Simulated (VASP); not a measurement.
Wanted: the native input for a VASP 6.6.1 run.

| Property | Result |
| --- | --- |
| Task | single point |
| Functional | PBE |
| Potentials or basis | VASP PAW PBE potentials, release 64 (Zr_sv) |
| Cutoff | 520 eV |
| k mesh | 4 × 4 × 7 |
| Occupations | fermi-dirac, width 0.08 eV |
| Spin | no spin polarisation |
| Dipole correction | no |
| Further INCAR settings | ALGO = Normal; EDIFF = 1e-06; NBANDS = 32 |

The structure of Zr lies in POSCAR:

```
Zr
1.0
   -3.6200000000      3.6200000000      3.6200000000
    3.6200000000     -3.6200000000      3.6200000000
    1.8100000000      1.8100000000     -1.8100000000
Zr
4
Direct
    0.0176421271     -0.0042505525     -0.0210958564
    0.0023900552      0.5254393646     -0.0282704420
    0.4838501381     -0.0101058011      0.0117903315
    0.4930382597      0.4866075967      0.0090121547
```

The input as run:

INCAR

```
  ALGO = Normal
  EDIFF = 1E-6
  ENCUT = 520
  GGA = PE
  ISIF = 2
  ISMEAR = -1
  LASPH = True
  LCHARG = False
  LREAL = False
  LWAVE = False
  NBANDS = 32
  NELM = 100
  PREC = Accurate
  SIGMA = 0.08
```

KPOINTS

```
k-points
0
Gamma
  4 4 7
```

Potentials or basis: VASP PAW PBE potentials, release 64 (Zr_sv).

The run is started by

```sh
$ cat potpaw_PBE.64/Zr_sv/POTCAR > POTCAR
$ mpirun -np 1 vasp_std > vasp.out
```

Results of the run:

```
Pressure               : -1.8 GPa
Largest force          : 0.896 eV/Å
Band gap on the k mesh : zero (bands 24 and 25 overlap by 1.16 eV)
```

It took 4.8 min on 1 thread of Intel Xeon 8259CL (shared host), peak memory 0.29 GiB.
